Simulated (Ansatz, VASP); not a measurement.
**One calculation of Ru, two programs**

File INCAR:

```
SYSTEM = Ru
PREC = Accurate
ENCUT = 600
EDIFF = 1E-7
ISMEAR = -1
SIGMA = 0.1
LREAL = .FALSE.
LASPH = .TRUE.
NELM = 60
ALGO = Normal
ISIF = 3
LWAVE = .FALSE.
LCHARG = .FALSE.
GGA = PE
IBRION = 2
NSW = 80
EDIFFG = -0.01
```

The input KPOINTS:

```
regular mesh
0
G
  13 13 4
  0 0 0
```

Contents of POSCAR:

```
Ru
1.0
    2.6763033576      0.0000000000      0.0000000000
   -1.3381516788      2.3177466960      0.0000000000
    0.0000000000      0.0000000000      8.7408067661
Ru
4
Direct
    0.0000000000      0.0000000000      0.0000000000
    0.0000000000      0.0000000000      0.5000000000
    0.3333333333      0.6666666667      0.2500000000
    0.6666666667      0.3333333333      0.7500000000
```

Input for Ansatz:

```yaml
crystal:
  lattice:
    - [2.6763033576, 0.0, 0.0]
    - [-1.3381516788, 2.317746696, 0.0]
    - [0.0, 0.0, 8.7408067661]
  atoms:
    - { symbol: Ru, position: [0.0, 0.0, 0.0] }
    - { symbol: Ru, position: [0.0, 0.0, 0.5] }
    - { symbol: Ru, position: [0.3333333333, 0.6666666667, 0.25] }
    - { symbol: Ru, position: [0.6666666667, 0.3333333333, 0.75] }
hamiltonian:
  xc: pbe
  pseudopotentials:
    kind: paw
    azcp:
      Ru: "pseudopotentials/Ru.paw.azcp"
basis:
  ecutwfc: 420
  fft_grid_basis: typed
kpoints:
  mp_grid: { grid: [13, 13, 4], shift: [0, 0, 0] }
magnetization:
  spin_polarized: false
scf:
  occupations: { method: fermi_dirac, width: 0.1 }
relax:
  max_steps: 60
  f_tol: 0.01
  cell: {}
```

Alike in both runs: task relaxation of cell and atoms; functional PBE; k mesh 13 × 13 × 4; occupations fermi-dirac, width 0.1 eV; no spin polarisation.

|  | VASP | Ansatz |
| --- | --- | --- |
| version | VASP 6.6.1 | Ansatz 0.2.0 |
| potentials or method | VASP PAW PBE potentials, release 64 (Ru_pv), cutoff 600 eV | plane waves (420 eV) with PAW, scalar-relativistic |
| valence electrons in the cell | 56 | 64 |

|  | VASP | Ansatz | Ansatz less VASP |
| --- | --- | --- | --- |
| relaxed volume (Å³/atom) | 13.83 | 13.84 | +0.008 |
| relaxed length of the cell vector where the two differ most in proportion (Å) | 2.709 | 2.710 | +0.0007 |

VASP's potentials hold 56 valence electrons a cell and Ansatz's 64, so a difference there can come from the potentials and not from the codes.
